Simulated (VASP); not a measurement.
Input of a VASP 6.6.1 run:

Contents of INCAR:

```
SYSTEM = Sc
ALGO = Normal
EDIFF = 1E-7
ENCUT = 520
GGA = CA
ISIF = 2
ISMEAR = -1
LASPH = .True.
LCHARG = .False.
LREAL = .False.
LWAVE = .False.
NBANDS = 12
NELM = 100
PREC = Accurate
SIGMA = 0.1
```

The input KPOINTS:

```
k-points
0
Gamma
  20 20 20
  0 0 0
```

Contents of POSCAR:

```
Sc
1.0
    0.0000000000      2.3264339859      2.3264339859
    2.3264339859      0.0000000000      2.3264339859
    2.3264339859      2.3264339859      0.0000000000
Sc
1
Direct
    0.0000000000      0.0000000000      0.0000000000
```

Potentials or basis: VASP PAW LDA potentials, release 64 (Sc_sv).

Launch:

```sh
$ cat potpaw_LDA.64/Sc_sv/POTCAR > POTCAR
$ mpirun -np 1 vasp_std > vasp.out
```

(1) Estimate the pressure.

(2) Estimate the band gap on the k mesh.

## Answers

(1) -5.4 GPa.

(2) zero (an odd number of electrons rules out a gap without spin polarisation).

Caveat: the cell stands under tension.
